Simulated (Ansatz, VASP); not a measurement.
**Two plane-wave programs on Si7Ni8**

File INCAR:

```
SYSTEM = Si7Ni8
PREC     = Accurate       ! precision mode
ENCUT    = 600            ! plane-wave cutoff, eV
EDIFF    = 1E-6           ! SCF threshold, eV
ISMEAR   = 0              ! smearing method
SIGMA    = 0.1            ! smearing width, eV
LREAL    = Auto         
LASPH    = .TRUE.         ! aspherical terms in the spheres
NELM     = 100            ! most SCF steps
ALGO     = Normal         ! electronic algorithm
ISIF     = 3              ! what is computed and relaxed
LWAVE    = .FALSE.        ! write WAVECAR
LCHARG   = .FALSE.        ! write CHGCAR
GGA      = PE             ! functional
IBRION   = 2              ! ionic algorithm
NSW      = 70             ! ionic steps
EDIFFG   = -0.04          ! ionic threshold
ISYM     = 0
```

KPOINTS

```
Automatic mesh
0
G
  3 3 3
  0 0 0
```

The input POSCAR:

```
Si7Ni8
1.0
   -6.1105671079      0.0000000000      0.0000000000
   -3.0552835540      3.2583147315     -4.7093899747
   -3.0552835540     -3.2583147315     -4.7093899747
Si Ni
7 8
Direct
    0.6645147625      0.3304738376      0.8304334349
    0.1635489321      0.3333858536      0.8296848815
    0.6707697353      0.8289011925      0.3304093166
    0.1713751123      0.8257853195      0.3317569449
    0.5743316445      0.4295739239      0.4178485724
    0.0734564375      0.9192291477      0.9218785824
    0.5763539359      0.9222952812      0.9262240983
    0.4213298333      0.5737884804      0.0794326022
    0.9185705266      0.5747921655      0.0809724611
    0.4221141772      0.0778024491      0.5762295399
    0.9208232404      0.0785412007      0.5762862805
    0.8278057091      0.6710275766      0.6659849101
    0.3226167315      0.6720287487      0.6686985093
    0.8319831286      0.1711801942      0.1710534687
    0.3258424234      0.1768615983      0.1672027728
```

Input for Ansatz:

```yaml
crystal:
  lattice:
    - [-6.1105671079, 0.0, 0.0]
    - [-3.055283554, 3.2583147315, -4.7093899747]
    - [-3.055283554, -3.2583147315, -4.7093899747]
  atoms:
    - { symbol: Si, position: [0.6645147625, 0.3304738376, 0.8304334349] }
    - { symbol: Si, position: [0.1635489321, 0.3333858536, 0.8296848815] }
    - { symbol: Si, position: [0.6707697353, 0.8289011925, 0.3304093166] }
    - { symbol: Si, position: [0.1713751123, 0.8257853195, 0.3317569449] }
    - { symbol: Si, position: [0.5743316445, 0.4295739239, 0.4178485724] }
    - { symbol: Si, position: [0.0734564375, 0.9192291477, 0.9218785824] }
    - { symbol: Si, position: [0.5763539359, 0.9222952812, 0.9262240983] }
    - { symbol: Ni, position: [0.4213298333, 0.5737884804, 0.0794326022] }
    - { symbol: Ni, position: [0.9185705266, 0.5747921655, 0.0809724611] }
    - { symbol: Ni, position: [0.4221141772, 0.0778024491, 0.5762295399] }
    - { symbol: Ni, position: [0.9208232404, 0.0785412007, 0.5762862805] }
    - { symbol: Ni, position: [0.8278057091, 0.6710275766, 0.6659849101] }
    - { symbol: Ni, position: [0.3226167315, 0.6720287487, 0.6686985093] }
    - { symbol: Ni, position: [0.8319831286, 0.1711801942, 0.1710534687] }
    - { symbol: Ni, position: [0.3258424234, 0.1768615983, 0.1672027728] }
  symmetry: { detect: false }
basis:
  ecutwfc: 420
kpoints:
  mp_grid: { grid: [3, 3, 3], shift: [0.0, 0.0, 0.0] }
hamiltonian:
  xc: pbe
scf:
  occupations: { method: gaussian, width: 0.1 }
  lower_state_search: "off"
output:
  forces: true
  stress: true
  eigenvalues: true
relax:
  adjacent_minimum: "off"
  f_tol: 0.04
  max_steps: 50
  cell: { stress_tol: 0.3 }
```

Alike in both runs: task relaxation of cell and atoms; functional PBE; k mesh 3 × 3 × 3; occupations gaussian, width 0.1 eV; no spin polarisation.

```csv
,VASP,Ansatz
version,VASP 6.6.1,Ansatz 0.2.0
potentials or method,"VASP PAW PBE potentials, release 64 (Si, Ni), cutoff 600 eV","scalar-relativistic, plane waves, PAW"
valence electrons in the cell,108,172
```

Ansatz gave:

```
gap on the k mesh at the Fermi level, each at its own relaxed structure (eV) : none
relaxed volume (Å³/atom)                                                     : 11.97
relaxed cell length with the largest relative difference (Å)                 : 6.091
```

What did VASP give for the same quantities?

gap on the k mesh at the Fermi level, each at its own relaxed structure (eV): none; relaxed volume (Å³/atom): 12.04; relaxed cell length with the largest relative difference (Å): 5.807.

A gap of «none» marks a metal or a gap that the smearing closes. VASP's potentials hold 108 valence electrons a cell and Ansatz's 172, so a difference there can come from the potentials and not from the codes.

The k mesh is coarse, so the values compare programs but aren't converged.
